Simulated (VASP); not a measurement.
A run of VASP 6.6.1 is set up as follows.

Contents of INCAR:

```
SYSTEM = Se
PREC     = Accurate       ! precision mode
ENCUT    = 520            ! plane-wave cutoff, eV
EDIFF    = 1E-6           ! SCF threshold, eV
ISMEAR   = -1             ! smearing method
SIGMA    = 0.1            ! smearing width, eV
LREAL    = .False.        ! projectors in reciprocal space
LASPH    = .True.         ! aspherical terms in the spheres
NELM     = 60             ! most SCF steps
ALGO     = Normal         ! electronic algorithm
ISIF     = 2              ! what is computed and relaxed
LWAVE    = .False.        ! write WAVECAR
LCHARG   = .False.        ! write CHGCAR
GGA      = PE             ! functional
NBANDS   = 13             ! bands
```

File KPOINTS:

```
Automatic mesh
0
Gamma
  18 18 10
  0 0 0
```

The input POSCAR:

```
Se
1.0
    2.4959779543      0.0000000000      0.0000000000
   -1.2479889772      2.1615803157      0.0000000000
    0.0000000000      0.0000000000      3.8120430012
Se
2
Direct
    0.3333333333      0.6666666667      0.2500000000
    0.6666666667      0.3333333333      0.7500000000
```

Potentials or basis: VASP PAW PBE potentials, release 64 (Se).

Command:

```bash
$ cat potpaw_PBE.64/Se/POTCAR > POTCAR
$ mpirun -np 1 vasp_std > vasp.out
```

Question: Estimate the band gap on the k mesh.

Answer: Zero (band 6 reaches 23.19 eV, above the bottom of band 7 at 11.81 eV).

Question: Predict the pressure.

Answer: 223.2 GPa.

Stress tensor (GPa, compression positive):
```
222.93   0.00   0.00
  0.00 222.93   0.00
  0.00   0.00 223.59
```
